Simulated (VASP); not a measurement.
# MnS (Fm-3m) in VASP: a series of runs, part 2 of 2

VASP 6.6.1. Earlier steps stand in the parts before.

**3. Single point, PBE, collinear spin, ferromagnetic start**

Contents of INCAR:

```
SYSTEM = MnS
  PREC = Accurate
  ENCUT = 520
  EDIFF = 1E-6
  ISMEAR = 0
  SIGMA = 0.1
  LREAL = .FALSE.
  LASPH = .TRUE.
  NELM = 150
  ALGO = Normal
  ISIF = 2
  LWAVE = .FALSE.
  LCHARG = .FALSE.
  ISPIN = 2
  MAGMOM = 4 0
  LORBIT = 11
  LMAXMIX = 4
  GGA = PE
  NBANDS = 20
```

Contents of KPOINTS:

```
Automatic mesh
0
G
  6 6 6
  0 0 0
```

Contents of POSCAR:

```
MnS
1.0
    0.0000000000      2.6045000000      2.6045000000
    2.6045000000      0.0000000000      2.6045000000
    2.6045000000      2.6045000000      0.0000000000
Mn S
1 1
Direct
    0.0000000000      0.0000000000      0.0000000000
    0.5000000000      0.5000000000      0.5000000000
```

Potentials or basis: VASP PAW PBE potentials, release 64 (Mn_pv, S).

On the command line:

```console
$ cat potpaw_PBE.64/Mn_pv/POTCAR potpaw_PBE.64/S/POTCAR > POTCAR
$ mpirun -np 1 vasp_std > vasp.out
```

OUTCAR:

```text
SYSTEM = MnS
   PREC = Accurate
   ENCUT = 520
   EDIFF = 1E-6
   ISMEAR = 0
   LREAL = .FALSE.
   LASPH = .TRUE.
   NELM = 150
   ISIF = 2
   ISPIN = 2
   LORBIT = 11
   GGA = PE

 ion  position               nearest neighbor table
   1  0.000  0.000  0.000-   2 2.60   2 2.60   2 2.60   2 2.60   2 2.60   2 2.60
   2  0.500  0.500  0.500-   1 2.60   1 2.60   1 2.60   1 2.60   1 2.60   1 2.60

  LATTYP: Found a face centered cubic cell.
 ALAT       =     5.2090000000

  Lattice vectors:

 A1 = (   0.0000000000,   2.6045000000,   2.6045000000)
 A2 = (   2.6045000000,   0.0000000000,   2.6045000000)
 A3 = (   2.6045000000,   2.6045000000,   0.0000000000)

Analysis of symmetry for initial positions (statically):
=====================================================================
 Subroutine PRICEL returns:
 Original cell was already a primitive cell.

 Routine SETGRP: Setting up the symmetry group for a
 face centered cubic supercell.

 Subroutine GETGRP returns: Found 48 space group operations
 (whereof 48 operations were pure point group operations)
[... 914 lines left out ...]
     19      21.1653      0.00000
     20      23.1949      0.00000

------------------------ aborting loop because EDIFF is reached ----------------------------------------

  FORCE on cell =-STRESS in cart. coord.  units (eV):
  Direction    XX          YY          ZZ          XY          YZ          ZX
  --------------------------------------------------------------------------------------
  -------------------------------------------------------------------------------------
  Total       -0.7899541     -0.7899541     -0.7899541     -0.0000000     -0.0000000      0.0000000
  in kB      -35.8186640    -35.8186640    -35.8186640     -0.0000000     -0.0000000      0.0000000
  external PRESSURE =     -35.8186640 kB  Pullay stress =       0.0000000 kB

 VOLUME and BASIS-vectors are now :
 -----------------------------------------------------------------------------
  energy-cutoff  :      520.00
  volume of cell :       35.33
      direct lattice vectors                 reciprocal lattice vectors
     0.000000000  2.604500000  2.604500000    -0.191975427  0.191975427  0.191975427
     2.604500000  0.000000000  2.604500000     0.191975427 -0.191975427  0.191975427
     2.604500000  2.604500000  0.000000000     0.191975427  0.191975427 -0.191975427

 POSITION                                       TOTAL-FORCE (eV/Angst)
 -----------------------------------------------------------------------------------
      0.00000      0.00000      0.00000         0.000000     -0.000000      0.000000
      2.60450      2.60450      2.60450        -0.000000      0.000000     -0.000000
 -----------------------------------------------------------------------------------
    total drift:                               -0.000000      0.000000      0.000000

  FREE ENERGIE OF THE ION-ELECTRON SYSTEM (eV)
  ---------------------------------------------------
  free  energy   TOTEN  =       -14.0783582417 eV

  energy  without entropy=      -14.0751775104  energy(sigma->0) =      -14.07676788

 total charge

# of ion       s       p       d       tot
------------------------------------------
    1        0.215   6.162   4.931  11.308
    2        1.328   2.396   0.000   3.724
--------------------------------------------------
tot          1.542   8.558   4.931  15.032

 magnetization (x)

# of ion       s       p       d       tot
------------------------------------------
    1        0.051   0.038   4.139   4.228
    2        0.026   0.071   0.000   0.097
--------------------------------------------------
tot          0.077   0.109   4.139   4.325
```

OSZICAR:

```text
N       E                     dE             d eps       ncg     rms          rms(c)
DAV:   1     0.156207979077E+03    0.15621E+03   -0.10234E+04  1288   0.994E+02
DAV:   2    -0.706013895614E+01   -0.16327E+03   -0.15388E+03  1324   0.287E+02
DAV:   3    -0.151011966791E+02   -0.80411E+01   -0.79208E+01  1460   0.690E+01
DAV:   4    -0.152001335161E+02   -0.98937E-01   -0.98853E-01  1416   0.780E+00
DAV:   5    -0.152016063694E+02   -0.14729E-02   -0.14728E-02  1448   0.100E+00    0.116E+01
DAV:   6    -0.141351191825E+02    0.10665E+01   -0.56318E+00  1424   0.269E+01    0.107E+01
DAV:   7    -0.140814511591E+02    0.53668E-01   -0.68660E-01  1380   0.106E+01    0.600E+00
DAV:   8    -0.140824730376E+02   -0.10219E-02   -0.30668E-02  1408   0.139E+00    0.317E+00
DAV:   9    -0.140778060830E+02    0.46670E-02   -0.11446E-02  1364   0.105E+00    0.293E-01
DAV:  10    -0.140782502022E+02   -0.44412E-03   -0.21981E-03  1372   0.359E-01    0.146E-01
DAV:  11    -0.140783069174E+02   -0.56715E-04   -0.29875E-04  1428   0.106E-01    0.119E-01
DAV:  12    -0.140783345860E+02   -0.27669E-04   -0.32592E-05  1372   0.552E-02    0.854E-02
DAV:  13    -0.140783523707E+02   -0.17785E-04   -0.87524E-06  1372   0.249E-02    0.442E-02
DAV:  14    -0.140783578923E+02   -0.55216E-05   -0.49979E-06  1332   0.166E-02    0.600E-03
DAV:  15    -0.140783582417E+02   -0.34944E-06   -0.22757E-07   788   0.428E-03
   1 F= -.14078358E+02 E0= -.14076768E+02  d E =-.318073E-02  mag=     4.6615
```

Run time: 17 s. Hardware: 1 thread of Intel Xeon Platinum 8488C (Sapphire Rapids), shared host; peak memory 0.17 GiB.

What came out:

```
Free energy                                           : -14.0784 eV
Pressure                                              : -3.6 GPa
Net moment                                            : 4.66 μB per cell
Site moments                                          : Mn +4.23; S +0.10 μB
Valence electrons inside the program's atomic spheres : Mn 11.31; S 3.72
```

Caveat: a cell with one magnetic atom can't hold antiferromagnetic order, which such compounds often take.
